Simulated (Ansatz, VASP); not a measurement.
# One calculation of MoS2, two programs

File POSCAR:

```
MoS2
1.0
    3.1690000000      0.0000000000      0.0000000000
   -1.5845000000      2.7444345046      0.0000000000
    0.0000000000      0.0000000000     12.3240000000
Mo S
2 4
Direct
    0.3333333333      0.6666666667      0.2500000000
    0.6666666667      0.3333333333      0.7500000000
    0.3333333333      0.6666666667      0.6230000000
    0.6666666667      0.3333333333      0.1230000000
    0.3333333333      0.6666666667      0.8770000000
    0.6666666667      0.3333333333      0.3770000000
```

The input INCAR.step1:

```
SYSTEM = MoS2
PREC = Accurate ; ENCUT = 520
ISMEAR = 0 ; SIGMA = 0.1
LREAL = .FALSE. ; LASPH = .TRUE.
NELM = 100 ; NBANDS = 35
GGA = PE ; ALGO = Normal
EDIFF = 1E-4 ; LWAVE = .TRUE.
LCHARG = .FALSE.
```

Contents of INCAR.step2:

```
SYSTEM = MoS2
PREC = Accurate ; ENCUT = 520
EDIFF = 1E-6 ; ISMEAR = 0
SIGMA = 0.1 ; LREAL = .FALSE.
LASPH = .TRUE. ; NELM = 100
ALGO = Normal ; ISIF = 2
LWAVE = .FALSE. ; LCHARG = .FALSE.
METAGGA = R2SCAN ; LMIXTAU = .TRUE.
LUSE_VDW = .TRUE. ; IVDW_NL = 2
BPARAM = 11.95 ; CPARAM = 0.0093
NBANDS = 35 ; ISTART = 1
```

Contents of KPOINTS:

```
regular mesh
0
G
  6 6 2
  0 0 0
```

Input for Ansatz:

```yaml
crystal:
  lattice:
    - [3.169, 0.0, 0.0]
    - [-1.5845, 2.7444345046, 0.0]
    - [0.0, 0.0, 12.324]
  atoms:
    - { symbol: Mo, position: [0.3333333333, 0.6666666667, 0.25] }
    - { symbol: Mo, position: [0.6666666667, 0.3333333333, 0.75] }
    - { symbol: S, position: [0.3333333333, 0.6666666667, 0.623] }
    - { symbol: S, position: [0.6666666667, 0.3333333333, 0.123] }
    - { symbol: S, position: [0.3333333333, 0.6666666667, 0.877] }
    - { symbol: S, position: [0.6666666667, 0.3333333333, 0.377] }
basis:
  ecutwfc: 500
kpoints:
  mp_grid: { grid: [6, 6, 2] }
hamiltonian:
  xc: r2scan
  dispersion: rvv10
scf:
  occupations: { method: gaussian, width: 0.1 }
output:
  forces: true
  stress: true
  eigenvalues: true
```

Alike in both runs: task single point; functional r2SCAN; dispersion rVV10; k mesh 6 × 6 × 2; occupations gaussian, width 0.1 eV; no spin polarisation.

```csv
,VASP,Ansatz
version,VASP 6.6.1,Ansatz 0.2.0
potentials or method,"VASP PAW PBE potentials, release 64 (Mo_sv, S), cutoff 520 eV","scalar-relativistic, plane waves, PAW"
valence electrons in the cell,52,52
```

|  | VASP | Ansatz | Ansatz less VASP |
| --- | --- | --- | --- |
| gap on the k mesh at the Fermi level (eV) | 0.98 | 0.97 | -0.011 |
| least direct gap on the mesh (eV) | 1.77 | 1.76 | -0.007 |
| pressure (GPa) | -0.2 | -0.4 | -0.19 |
| traceless stress, the component that is largest in VASP (GPa) | -0.75 | -0.68 | +0.068 |
| rms of the force components (eV/Å) | 0.079 | 0.087 | +0.0077 |

VASP's potentials were made for PBE, not for r2SCAN. Atom by atom the forces differ by 0.008 eV/Å (rms over components).
